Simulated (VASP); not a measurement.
Here is a VASP 6.6.1 calculation.

The input INCAR:

```
PREC     = Accurate       # precision mode
ENCUT    = 520            # plane-wave cutoff, eV
EDIFF    = 1E-6           # SCF threshold, eV
ISMEAR   = 0              # smearing method
SIGMA    = 0.15           # smearing width, eV
LREAL    = F              # projectors in reciprocal space
LASPH    = T              # aspherical terms in the spheres
NELM     = 80             # most SCF steps
ALGO     = Normal         # electronic algorithm
ISIF     = 2              # what is computed and relaxed
LWAVE    = F              # write WAVECAR
LCHARG   = F              # write CHGCAR
GGA      = PS             # functional
NBANDS   = 21             # bands
```

Contents of KPOINTS:

```
Automatic mesh
0
Gamma
  20 20 12
```

Contents of POSCAR:

```
Ge
1.0
    1.4415204776     -2.5135518656      0.0000000000
    1.4415204776      2.5135518656      0.0000000000
    0.0000000000      0.0000000000      5.0377366484
Ge
2
Direct
    0.6665533700      0.3334466300      0.2500000000
    0.3334466300      0.6665533700      0.7500000000
```

Potentials or basis: VASP PAW PBE potentials, release 64 (Ge_d).

The run is started by

```bash
$ cat potpaw_PBE.64/Ge_d/POTCAR > POTCAR
$ mpirun -np 1 vasp_std > vasp.out
```

(1) What does it give for the band gap on the k mesh?

(2) What does it give for the pressure?

Results:

(1) zero (bands 14 and 15 overlap by 10.70 eV).

(2) 0.7 GPa.

Caveat: the PAW data sets were made with another functional, which shifts forces and pressure a little.
